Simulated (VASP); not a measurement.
Here is a VASP 6.6.1 calculation.

Contents of INCAR:

```
  ALGO = Normal
  EDIFF = 1E-6
  ENCUT = 520
  GGA = PS
  ISIF = 2
  ISMEAR = -1
  ISPIN = 2
  LASPH = True
  LCHARG = False
  LDAU = True
  LDAUJ = 0 0
  LDAUL = 2 -1
  LDAUPRINT = 1
  LDAUTYPE = 2
  LDAUU = 6.2 0
  LMAXMIX = 4
  LORBIT = 11
  LREAL = False
  LWAVE = False
  MAGMOM = 2 0
  NBANDS = 18
  NELM = 150
  PREC = Accurate
  SIGMA = 0.05
```

KPOINTS

```
k-points
0
Gamma
  11 11 11
```

The input POSCAR:

```
CoO
1.0
    1.5054695445      0.8691832468      2.4399269062
   -1.5054695445      0.8691832468      2.4399269062
    0.0000000000     -1.7383664936      2.4399269062
Co O
1 1
Direct
    0.0000000000      0.0000000000      0.0000000000
    0.5000000000      0.5000000000      0.5000000000
```

Potentials or basis: VASP PAW PBE potentials, release 64 (Co, O).

Launch:

```sh
$ cat potpaw_PBE.64/Co/POTCAR potpaw_PBE.64/O/POTCAR > POTCAR
$ mpirun -np 1 vasp_std > vasp.out
```

Task: Estimate the site moments.

Result: Co +2.81; O +0.20 μB.

Task: Predict the pressure.

Result: -8.5 GPa.

Eigenvalues of the final occupation matrices:
```csv
site,spin,trace,eigenvalues
site 1 d,1,4.99,0.98 0.98 0.98 1.03 1.03
site 1 d,2,2.21,0.10 0.10 0.52 0.52 0.97
```

Caveat: the PAW data sets were made with another functional, which shifts forces and pressure a little; a cell with one magnetic atom can't hold antiferromagnetic order, which such compounds often take. The state reached can hang on the start; a lower one may exist.
